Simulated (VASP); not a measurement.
Input of a VASP 6.6.1 run:

Contents of INCAR:

```
PREC = Accurate
ENCUT = 520
EDIFF = 1E-6
ISMEAR = 0
SIGMA = 0.02
LREAL = F
LASPH = T
NELM = 80
ALGO = Normal
ISIF = 2
LWAVE = F
LCHARG = F
GGA = PE
IVDW = 12
NBANDS = 35
```

KPOINTS

```
regular mesh
0
Gamma
  12 12 4
```

The input POSCAR:

```
WS2
1.0
    3.1373978778      0.0000000000      0.0000000000
   -1.5686989389      2.7170662639      0.0000000000
    0.0000000000      0.0000000000     11.8665513149
W S
2 4
Direct
    0.3333333333      0.6666666667      0.7500000000
    0.6666666667      0.3333333333      0.2500000000
    0.3333333333      0.6666666667      0.1171743513
    0.6666666667      0.3333333333      0.6171743513
    0.3333333333      0.6666666667      0.3828256487
    0.6666666667      0.3333333333      0.8828256487
```

Potentials or basis: VASP PAW PBE potentials, release 64 (W_sv, S).

Command:

```console
$ cat potpaw_PBE.64/W_sv/POTCAR potpaw_PBE.64/S/POTCAR > POTCAR
$ mpirun -np 1 vasp_std > vasp.out
```

Q: Estimate the largest force.

A: 0.004 eV/Å.

Q: What does it give for the pressure?

A: 2.0 GPa.

Forces on the atoms (eV/Å):
```
W    0.000  0.000  0.000
W    0.000  0.000  0.000
S    0.000  0.000 -0.004
S    0.000  0.000 -0.004
S    0.000  0.000  0.004
S    0.000  0.000  0.004
```
